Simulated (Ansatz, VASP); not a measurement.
## One calculation of AlAs, two programs

```
Al As
1.0
     0.00000    2.83040    2.83040
     2.83040    0.00000    2.83040
     2.83040    2.83040    0.00000
Al As
1 1
Direct
  0.00000 0.00000 0.00000
  0.75000 0.75000 0.75000
```

Alike in both runs: task electric field gradients; functional PBEsol; k mesh 11 × 11 × 11; occupations fermi-dirac, width 0.05 eV; no spin polarisation.

|  | VASP | Ansatz |
| --- | --- | --- |
| version | VASP 6.6.1 | Ansatz 0.2.0 |
| potentials or method | VASP PAW PBE potentials, release 64 (Al, As) | PAW with Ansatz's default frozen-core files, scalar-relativistic |
| plane-wave cutoff (eV) | 400 | 420 |
| valence electrons in the cell | 8 | 18 |

```csv
,VASP,Ansatz,Ansatz less VASP
pressure (GPa),0.8,0.5,-0.26
```

VASP's potentials were made for PBE, not for PBEsol. With one functional, cell and mesh, what is left measures potentials, basis and numerics. VASP's potentials hold 8 valence electrons a cell and Ansatz's 18, so a difference there can come from the potentials and not from the codes.
